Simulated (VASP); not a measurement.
Here is a VASP 6.6.1 calculation.

INCAR

```
  PREC = Accurate
  ENCUT = 520
  EDIFF = 1E-7
  ISMEAR = -1
  SIGMA = 0.1
  LREAL = False
  LASPH = True
  NELM = 80
  ALGO = Normal
  ISIF = 2
  LWAVE = False
  LCHARG = False
  GGA = RP
  NBANDS = 12
```

The input KPOINTS:

```
Automatic mesh
0
Gamma
  14 14 14
```

POSCAR

```
Cu
1.0
    2.4711928255      0.0000000000      0.0000000000
    0.0000000000      2.4711928255      0.0000000000
    0.0000000000      0.0000000000      2.4711928255
Cu
1
Direct
    0.0000000000      0.0000000000      0.0000000000
```

Potentials or basis: VASP PAW PBE potentials, release 64 (Cu).

The run is started by

```console
$ cat potpaw_PBE.64/Cu/POTCAR > POTCAR
$ mpirun -np 1 vasp_std > vasp.out
```

What does it give for the pressure?

-2.9 GPa.

Caveat: the PAW data sets were made with another functional, which shifts forces and pressure a little.
